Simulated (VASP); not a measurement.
# TiB2N3 (P4/mmm) in VASP: notebook

Runs on TiB2N3. Level: PBE. Tasks: single point.

Program: VASP 6.6.1. These are calculated values, not measurements. Logs are shortened: lines on timing, memory, paths and dates and some standing lists are left out, and cuts for length are marked.

## (1) The cell of the first run

It takes space group P4/mmm (No. 123, tetragonal). The conventional cell has a = 2.800 Å, b = 2.800 Å, c = 6.670 Å, α = 90.00°, β = 90.00°, γ = 90.00°. Within 2.9 Å of Ti (site symmetry 4/mmm) lie 8 N at 2.10 Å and 2 B at 2.51 Å and 4 Ti at 2.80 Å. B (site symmetry 4mm) has 1 B at 1.65 Å and 4 N at 2.14 Å within 2.2 Å. Within 2.9 Å of N (site symmetry 4/mmm) lie 8 B at 2.14 Å and 6 N at 2.63 to 2.80 Å. Within 1.9 Å of N (site symmetry 4mm) lie 1 N at 1.41 Å.

The cell was built from a structure type or drawn by symmetry, and may not be a known phase.

## (2) Single point, PBE, collinear spin

INCAR

```
SYSTEM = TiB2N3
ALGO     = Normal         ! electronic algorithm
EDIFF    = 1E-6           ! SCF threshold, eV
ENCUT    = 910            ! plane-wave cutoff, eV
GGA      = PE             ! functional
GGA_COMPAT= .False.      
ISIF     = 2              ! what is computed and relaxed
ISMEAR   = 0              ! smearing method
ISPIN    = 2              ! spin polarisation
LASPH    = .True.         ! aspherical terms in the spheres
LCHARG   = .False.        ! write CHGCAR
LMAXMIX  = 4              ! l up to which the mixer works
LORBIT   = 11             ! projections on sites
LREAL    = .False.        ! projectors in reciprocal space
LWAVE    = .False.        ! write WAVECAR
MAGMOM   = 1 0 0 0 0 0    ! initial moments
NBANDS   = 30             ! bands
NELM     = 200            ! most SCF steps
PREC     = Accurate       ! precision mode
SIGMA    = 0.1            ! smearing width, eV
```

KPOINTS

```
k-points
0
Gamma
  6 6 2
  0 0 0
```

POSCAR

```
TiB2N3
1.0
    2.8003686941      0.0000000000      0.0000000000
    0.0000000000      2.8003686941      0.0000000000
    0.0000000000      0.0000000000      6.6702798289
Ti B N
1 2 3
Direct
    0.5000000000      0.5000000000      0.5000000000
    0.5000000000      0.5000000000      0.8764174999
    0.5000000000      0.5000000000      0.1235825001
    0.0000000000      0.0000000000      0.0000000000
    0.0000000000      0.0000000000      0.6058304491
    0.0000000000      0.0000000000      0.3941695509
```

Potentials or basis: VASP PAW PBE potentials, release 64 (Ti_sv, B_h, N_h).

On the command line:

```bash
$ cat potpaw_PBE.64/Ti_sv/POTCAR potpaw_PBE.64/B_h/POTCAR potpaw_PBE.64/N_h/POTCAR > POTCAR
$ mpirun -np 1 vasp_std > vasp.out
```

OUTCAR:

```text
SYSTEM = TiB2N3
   EDIFF = 1E-6
   ENCUT = 910
   GGA = PE
   ISIF = 2
   ISMEAR = 0
   ISPIN = 2
   LASPH = .True.
   LORBIT = 11
   LREAL = .False.
   NELM = 200
   PREC = Accurate

 ion  position               nearest neighbor table
   1  0.500  0.500  0.500-   5 2.10   6 2.10   5 2.10   6 2.10   5 2.10   6 2.10   5 2.10   6 2.10

   2  0.500  0.500  0.876-
   3  0.500  0.500  0.124-
   4  0.000  0.000  0.000-
   5  0.000  0.000  0.606-   6 1.41   1 2.10   1 2.10   1 2.10   1 2.10
   6  0.000  0.000  0.394-   5 1.41   1 2.10   1 2.10   1 2.10   1 2.10

  LATTYP: Found a simple tetragonal cell.
 ALAT       =     2.8003686941
 C/A-ratio  =     2.3819291520

  Lattice vectors:

 A1 = (   2.8003686941,   0.0000000000,   0.0000000000)
 A2 = (   0.0000000000,   2.8003686941,   0.0000000000)
 A3 = (   0.0000000000,   0.0000000000,   6.6702798289)

Analysis of symmetry for initial positions (statically):
=====================================================================
 Subroutine PRICEL returns:
 Original cell was already a primitive cell.

 Routine SETGRP: Setting up the symmetry group for a
 simple tetragonal supercell.

 Subroutine GETGRP returns: Found 16 space group operations
 (whereof 16 operations were pure point group operations)
 out of a pool of 16 trial point group operations.

The static configuration has the point symmetry D_4h.

Analysis of symmetry for dynamics (positions and initial velocities):
=====================================================================
 Subroutine PRICEL returns:
 Original cell was already a primitive cell.

 Routine SETGRP: Setting up the symmetry group for a
 simple tetragonal supercell.

 Subroutine GETGRP returns: Found 16 space group operations
 (whereof 16 operations were pure point group operations)
 out of a pool of 16 trial point group operations.

The dynamic configuration has the point symmetry D_4h.

Analysis of structural, dynamic, and magnetic symmetry:
=====================================================================
 Subroutine PRICEL returns:
 Original cell was already a primitive cell.

 Routine SETGRP: Setting up the symmetry group for a
 simple tetragonal supercell.

 Subroutine GETGRP returns: Found 16 space group operations
 (whereof 16 operations were pure point group operations)
 out of a pool of 16 trial point group operations.

The overall configuration has the point symmetry D_4h.

 Subroutine INISYM returns: Found 16 space group operations
 (whereof 16 operations are pure point group operations),
 and found     1 'primitive' translations

----------------------------------------------------------------------------------------

                                     Primitive cell

  volume of cell :      52.3088

  direct lattice vectors                    reciprocal lattice vectors
     2.800368694  0.000000000  0.000000000     0.357095836  0.000000000  0.000000000
     0.000000000  2.800368694  0.000000000     0.000000000  0.357095836  0.000000000
     0.000000000  0.000000000  6.670279829     0.000000000  0.000000000  0.149918748

  length of vectors
     2.800368694  2.800368694  6.670279829     0.357095836  0.357095836  0.149918748

  position of ions in fractional coordinates (direct lattice)
     0.500000000  0.500000000  0.500000000
     0.500000000  0.500000000  0.876417500
     0.500000000  0.500000000  0.123582500
     0.000000000  0.000000000  0.000000000
     0.000000000  0.000000000  0.605830449
     0.000000000  0.000000000  0.394169551

  ion indices of the primitive-cell ions
   primitive index   ion index
                 1           1
                 2           2
                 3           3
                 4           4
                 5           5
                 6           6

----------------------------------------------------------------------------------------

 KPOINTS: k-points

Automatic generation of k-mesh.
 Grid dimensions read from file:
 generate k-points for:    6    6    2

 Generating k-lattice:

  Cartesian coordinates                     Fractional coordinates (reciprocal lattice)
     0.059515973  0.000000000  0.000000000     0.166666667  0.000000000  0.000000000
     0.000000000  0.059515973  0.000000000     0.000000000  0.166666667  0.000000000
     0.000000000  0.000000000  0.074959374     0.000000000  0.000000000  0.500000000

  Length of vectors
     0.059515973  0.059515973  0.074959374

  Shift w.r.t. Gamma in fractional coordinates (k-lattice)
     0.000000000  0.000000000  0.000000000

 Subroutine IBZKPT returns following result:
 ===========================================

 Found     20 irreducible k-points:

 Following reciprocal coordinates:
            Coordinates               Weight
  0.000000  0.000000  0.000000      1.000000
  0.166667  0.000000  0.000000      4.000000
  0.333333  0.000000  0.000000      4.000000
  0.500000  0.000000  0.000000      2.000000
  0.166667  0.166667  0.000000      4.000000
  0.333333  0.166667  0.000000      8.000000
[... 12 lines left out ...]
  0.500000  0.333333  0.500000      4.000000
  0.500000  0.500000  0.500000      1.000000
   k-points           NKPTS =     20   k-points in BZ     NKDIM =     20   number of bands    NBANDS=     30
   number of dos      NEDOS =    301   number of ions     NIONS =      6
   total plane-waves  NPLWV =  54880
   dimension x,y,z NGX =    28 NGY =   28 NGZ =   70
   dimension x,y,z NGXF=    56 NGYF=   56 NGZF=  140
   ions per type =               1   2   3
   NGX,Y,Z   is equivalent  to a cutoff of  16.62, 16.62, 17.45 a.u.
   NGXF,Y,Z  is equivalent  to a cutoff of  33.24, 33.24, 34.89 a.u.
 SYSTEM =  TiB2N3
   PREC   = accura    normal or accurate (medium, high low for compatibility)
   ISTART =      0    job   : 0-new  1-cont  2-samecut
   ICHARG =      2    charge: 1-file 2-atom 10-const
   ISPIN  =      2    spin polarized calculation?
   LNONCOLLINEAR =      F non collinear calculations
   LSORBIT =      F    spin-orbit coupling
   LASPH  =      T    aspherical Exc in radial PAW
   ENCUT  =  910.0 eV  66.88 Ry    8.18 a.u.   6.89  6.89 16.41*2*pi/ulx,y,z
   NELM   =    200;   NELMIN=  2; NELMDL= -5     # of ELM steps
   EDIFF  = 0.1E-05   stopping-criterion for ELM
   LREAL  =      F    real-space projection
   EDIFFG = 0.1E-04   stopping-criterion for IOM
   NSW    =      0    number of steps for IOM
   IBRION =     -1    ionic relax: 0-MD 1-quasi-New 2-CG
   NFREE  =      0    steps in history (QN), initial steepest desc. (CG)
   ISIF   =      2    stress and relaxation
   ISYM   =      2    0-nonsym 1-usesym 2-fastsym
   POTIM  = 0.5000    time-step for ionic-motion
   TEBEG  =    0.0;   TEEND  =   0.0 temperature during run
   PSTRESS=    0.0 pullay stress
   NELECT =      33.0000    total number of electrons
   NUPDOWN=      -1.0000    fix difference up-down
   EMIN   =  10.00;   EMAX   =-10.00  energy-range for DOS
   EFERMI =   0.00;   METHOD = LEGACY
   ISMEAR =     0;   SIGMA  =   0.10  broadening in eV -4-tet -1-fermi 0-gaus
   EFERMI_NEDOS =   21; number of points for ismear=-14 and -15
   IALGO  =     38    algorithm
   IMIX   =      4    mixing-type and parameters
     AMIX     =   0.40;   BMIX     =  1.00
     AMIX_MAG =   1.60;   BMIX_MAG =  1.00
  volume/ion in A,a.u.               =       8.72        58.83
  Fermi-wavevector in a.u.,A,eV,Ry     =   1.404067  2.653303 26.822600  1.971406
  Thomas-Fermi vector in A             =   2.526666
   LORBIT       =     11    0 simple, 1 ext, 2 COOP (PROOUT), +10 PAW based schemes
   GGA     = PE    functional components
   LHFCALC =     F    Hartree Fock is set to
   AEXX    =    0.0000 exact exchange contribution
   IVDW    =     0    specifies the selected vdW correction
   LEPSILON=     F    determine dielectric tensor
   LRPA    =     F    only Hartree local field effects (RPA)
 spin polarized calculation
 Gauss-broadening in eV      SIGMA  =   0.10
  energy-cutoff  :      910.00
  volume of cell :       52.31
 maximum number of plane-waves:      3288
 NGX is ok and might be reduce to    28
   NGX = 13   NGY = 13   NGZ = 33

 number of electron      32.9999999 magnetization       0.0004357

 number of electron      32.9999999 magnetization      -0.0000796

 Free energy of the ion-electron system (eV)
  ---------------------------------------------------
  ext. energy  EPLUGINS =         0.00000000
  ---------------------------------------------------
  free energy    TOTEN  =       -39.92694069 eV

  energy without entropy =      -39.91998451  energy(sigma->0) =      -39.92346260

 E-fermi :   7.6748     XC(G=0): -12.1165

 val. band max:        7.5796839414   @ k =   0.1667   0.1667   0.5000
 cond. band min:       7.6953126009   @ k =   0.3333   0.0000   0.0000
 fundamental gap:      0.1156286596
 Fermi energy:         7.6748440567

 spin component 1

 k-point     1 :       0.0000    0.0000    0.0000
  band No.  band energies     occupation
      1     -49.2447      1.00000
      2     -25.4766      1.00000
      3     -25.4766      1.00000
      4     -25.2081      1.00000
      5     -13.2208      1.00000
      6      -8.6346      1.00000
[... 20 lines left out ...]
     27      14.8008      0.00000
     28      16.5523      0.00000

 k-point     2 :       0.1667    0.0000    0.0000
  band No.  band energies     occupation
      1     -49.2243      1.00000
      2     -25.6882      1.00000
      3     -25.4524      1.00000
      4     -25.1857      1.00000
      5     -12.8552      1.00000
      6      -8.2697      1.00000
[... 550 lines left out ...]
 k-point    20 :       0.5000    0.5000    0.5000
  band No.  band energies     occupation
      1     -49.0882      1.00000
      2     -26.0020      1.00000
      3     -26.0020      1.00000
      4     -25.0398      1.00000
      5     -12.6584      1.00000
      6      -4.9224      1.00000
[... 20 lines left out ...]
     27      14.7850      0.00000
     28      16.1744      0.00000
 Fermi energy:         7.6748440567

 spin component 2

 k-point     1 :       0.0000    0.0000    0.0000
  band No.  band energies     occupation
      1     -49.2448      1.00000
      2     -25.4766      1.00000
      3     -25.4766      1.00000
      4     -25.2082      1.00000
      5     -13.2209      1.00000
      6      -8.6346      1.00000
[... 20 lines left out ...]
     27      14.8008      0.00000
     28      16.5523      0.00000

 k-point     2 :       0.1667    0.0000    0.0000
  band No.  band energies     occupation
      1     -49.2245      1.00000
      2     -25.6882      1.00000
      3     -25.4524      1.00000
      4     -25.1858      1.00000
      5     -12.8552      1.00000
      6      -8.2697      1.00000
[... 550 lines left out ...]
 k-point    20 :       0.5000    0.5000    0.5000
  band No.  band energies     occupation
      1     -49.0883      1.00000
      2     -26.0020      1.00000
      3     -26.0020      1.00000
      4     -25.0400      1.00000
      5     -12.6584      1.00000
      6      -4.9224      1.00000
[... 20 lines left out ...]
     27      14.7849      0.00000
     28      16.1744      0.00000
 [bands above 28 left out]

------------------------ aborting loop because EDIFF is reached ----------------------------------------

  FORCE on cell =-STRESS in cart. coord.  units (eV):
  Direction    XX          YY          ZZ          XY          YZ          ZX
  --------------------------------------------------------------------------------------
  -------------------------------------------------------------------------------------
  Total        0.0386643      0.0386643     -0.0234798      0.0000000      0.0000000     -0.0000000
  in kB        1.1842586      1.1842586     -0.7191675      0.0000000      0.0000000     -0.0000000
  external PRESSURE =       0.5497832 kB  Pullay stress =       0.0000000 kB

 VOLUME and BASIS-vectors are now :
 -----------------------------------------------------------------------------
  energy-cutoff  :      910.00
  volume of cell :       52.31
      direct lattice vectors                 reciprocal lattice vectors
     2.800368694  0.000000000  0.000000000     0.357095836  0.000000000  0.000000000
     0.000000000  2.800368694  0.000000000     0.000000000  0.357095836  0.000000000
     0.000000000  0.000000000  6.670279829     0.000000000  0.000000000  0.149918748

 POSITION                                       TOTAL-FORCE (eV/Angst)
 -----------------------------------------------------------------------------------
      1.40018      1.40018      3.33514         0.000000      0.000000      0.000000
      1.40018      1.40018      5.84595         0.000000      0.000000      0.013694
      1.40018      1.40018      0.82433         0.000000     -0.000000     -0.013694
      0.00000      0.00000      0.00000         0.000000      0.000000      0.000000
      0.00000      0.00000      4.04106         0.000000      0.000000      0.069939
      0.00000      0.00000      2.62922         0.000000      0.000000     -0.069939
 -----------------------------------------------------------------------------------
    total drift:                                0.000000      0.000000      0.000000

  FREE ENERGIE OF THE ION-ELECTRON SYSTEM (eV)
  ---------------------------------------------------
  free  energy   TOTEN  =       -39.9269406881 eV

  energy  without entropy=      -39.9199845139  energy(sigma->0) =      -39.92346260

 total charge

# of ion       s       p       d       tot
------------------------------------------
    1        2.184   6.247   2.101  10.531
    2        0.221   0.265   0.000   0.485
    3        0.221   0.265   0.000   0.485
    4        0.798   1.290   0.000   2.088
    5        0.772   1.444   0.000   2.216
    6        0.772   1.444   0.000   2.216
--------------------------------------------------
tot          4.967  10.955   2.101  18.023

 magnetization (x)

# of ion       s       p       d       tot
------------------------------------------
    1       -0.000   0.000  -0.000  -0.000
    2       -0.000  -0.000   0.000  -0.000
    3       -0.000  -0.000   0.000  -0.000
    4       -0.000   0.000   0.000   0.000
    5       -0.000  -0.000   0.000  -0.000
    6       -0.000  -0.000   0.000  -0.000
--------------------------------------------------
tot         -0.000  -0.000  -0.000  -0.000
```

Run time: 2.2 min. Hardware: 1 thread of Intel Xeon Platinum 8488C (Sapphire Rapids), shared host; peak memory 0.33 GiB.

Results:

```
Free energy                                           : -39.9269 eV
Pressure                                              : 0.1 GPa
Largest force                                         : 0.070 eV/Å
Net moment                                            : 0.00 μB per cell
Valence electrons inside the program's atomic spheres : Ti 10.53; B 0.48; N 2.09, 2.22 (each value once)
```

Forces in eV/Å, atoms in the order of the input:
```
Ti   0.000  0.000  0.000
B    0.000  0.000  0.014
B    0.000  0.000 -0.014
N    0.000  0.000  0.000
N    0.000  0.000  0.070
N    0.000  0.000 -0.070
```

Caveat: the k points lie up to 0.47 Å⁻¹ apart; the cutoff is under 1.25 times the usual one of these potentials, so pressure, stress and relaxed cells hold a basis-set (Pulay) error.

## (3) Single point, PBE

This run uses another cell than the first one, of 8.67 Å³/atom.

INCAR

```
SYSTEM = TiB2N3
ALGO     = Normal         ! electronic algorithm
EDIFF    = 1E-6           ! SCF threshold, eV
ENCUT    = 910            ! plane-wave cutoff, eV
GGA      = PE             ! functional
GGA_COMPAT= .False.      
ISIF     = 2              ! what is computed and relaxed
ISMEAR   = 0              ! smearing method
LASPH    = .True.         ! aspherical terms in the spheres
LCHARG   = .False.        ! write CHGCAR
LREAL    = .False.        ! projectors in reciprocal space
LWAVE    = .False.        ! write WAVECAR
NBANDS   = 26             ! bands
NELM     = 120            ! most SCF steps
PREC     = Accurate       ! precision mode
SIGMA    = 0.1            ! smearing width, eV
```

KPOINTS

```
k-points
0
Gamma
  14 14 6
  0 0 0
```

POSCAR

```
TiB2N3
1.0
    2.7985943821      0.0000000000      0.0000000000
    0.0000000000      2.7985943821      0.0000000000
    0.0000000000      0.0000000000      6.6411605578
Ti B N
1 2 3
Direct
    0.5000000000      0.5000000000      0.5000000000
    0.5000000000      0.5000000000      0.8749549522
    0.5000000000      0.5000000000      0.1250450478
    0.0000000000      0.0000000000      0.0000000000
    0.0000000000      0.0000000000      0.6068429691
    0.0000000000      0.0000000000      0.3931570309
```

Potentials or basis: VASP PAW PBE potentials, release 64 (Ti_sv, B_h, N_h).

On the command line:

```bash
$ cat potpaw_PBE.64/Ti_sv/POTCAR potpaw_PBE.64/B_h/POTCAR potpaw_PBE.64/N_h/POTCAR > POTCAR
$ mpirun -np 1 vasp_std > vasp.out
```

Run time: 7.3 min. Hardware: 1 thread of Intel Xeon 6975P-C (Granite Rapids), shared host; peak memory 0.52 GiB.

It converged, with:

| Property | Result |
| --- | --- |
| Free energy | -39.9158 eV |
| Pressure | 0.1 GPa |
| Largest force | 0.063 eV/Å |
| Band gap on the k mesh | zero (an odd number of electrons rules out a gap without spin polarisation) |

Forces on the atoms (eV/Å):
```
Ti   0.000  0.000  0.000
B    0.000  0.000  0.016
B    0.000  0.000 -0.016
N    0.000  0.000  0.000
N    0.000  0.000  0.063
N    0.000  0.000 -0.063
```

Stress tensor (GPa, compression positive):
```
 0.15  0.00  0.00
 0.00  0.15  0.00
 0.00  0.00 -0.14
```

Levels at points of the mesh, in eV from the Fermi level:
```tsv
k point	band 15	band 16	band 17	band 18	band 19	band 20
(0.00, 0.00, 0.00)	-1.97	-1.32	-1.32	0.41	1.89	1.99
(0.50, 0.00, 0.00)	-0.50	0.69	1.06	2.22	2.44	2.66
(0.50, 0.50, 0.00)	-4.08	-1.15	-0.87	-0.49	2.61	2.61
(0.00, 0.00, 0.50)	-1.97	-1.12	-1.12	-0.57	0.94	1.99
(0.50, 0.00, 0.50)	-0.53	1.11	2.03	2.07	2.10	2.61
(0.50, 0.50, 0.50)	-4.09	-1.72	-0.48	0.84	2.15	2.15
```

Caveat: the cutoff is under 1.25 times the usual one of these potentials, so pressure, stress and relaxed cells hold a basis-set (Pulay) error.
